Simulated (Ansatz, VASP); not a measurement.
## GaAs in VASP and in Ansatz

```xyz
4
Lattice="4.2498 0.0000 0.0000 -2.1249 3.6804 0.0000 0.0000 0.0000 5.7732" Properties=species:S:1:pos:R:3 pbc="T T T"
Ga    0.0000    2.4536    1.4433
Ga    2.1249    1.2268    4.3299
As    2.1249    1.2268    1.4433
As    0.0000    2.4536    4.3299
```

Alike in both runs: task single point; functional PBE-based screened hybrid; k mesh 6 × 6 × 2; occupations fermi-dirac, width 0.02 eV; no spin polarisation.

|  | VASP | Ansatz |
| --- | --- | --- |
| version | VASP 6.6.1 | Ansatz 0.2.0 |
| potentials or method | VASP PAW PBE potentials, release 64 (Ga_d, As) | plane waves |
| plane-wave cutoff (eV) | 520 | 420 |
| valence electrons in the cell | 36 | 56 |

|  | VASP | Ansatz | Ansatz less VASP |
| --- | --- | --- | --- |
| pressure (GPa) | 2.3 | 2.2 | -0.08 |
| traceless stress, the component that is largest in VASP (GPa) | 1.45 | 1.51 | +0.061 |

VASP's potentials were made for PBE, not for PBE-based screened hybrid. VASP's potentials hold 36 valence electrons a cell and Ansatz's 56, so a difference there can come from the potentials and not from the codes. Ansatz's warnings: filled band counts differ across k points, stress exchange threshold loose, stress scf threshold loose.

The k mesh is coarse, so the values compare programs but aren't converged.
